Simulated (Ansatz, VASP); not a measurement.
## Co: VASP beside Ansatz

```
Co
1.0
     2.49226    0.00000    0.00000
    -1.24613    2.15836    0.00000
     0.00000    0.00000    4.03375
Co
2
Direct
  0.00000 0.00000 0.00000
  0.33333 0.66667 0.50000
```

Alike in both runs: task single point; functional PBE; k mesh 30 × 30 × 20; occupations gaussian, width 0.1 eV; collinear spin.

|  | VASP | Ansatz |
| --- | --- | --- |
| version | VASP 6.6.1 | Ansatz 0.2.0 |
| potentials or method | VASP PAW PBE potentials, release 64 (Co), cutoff 520 eV | scalar-relativistic, plane waves, PAW |
| valence electrons in the cell | 18 | 34 |

```tsv
	VASP	Ansatz	Ansatz less VASP
gap on the k mesh at the Fermi level (eV)	none	none	-
pressure (GPa)	-0.6	0.1	+0.71
traceless stress, the component that is largest in VASP (GPa)	-0.23	-0.16	+0.065
net moment per atom (μB)	1.60	1.61	+0.008
size of the moment on the site where the two differ most (μB)	1.62	1.68	+0.064
```

Site moments also hang on the region over which each program counts them. A gap of «none» marks a metal or a gap that the smearing closes. VASP's potentials hold 18 valence electrons a cell and Ansatz's 34, so a difference there can come from the potentials and not from the codes.
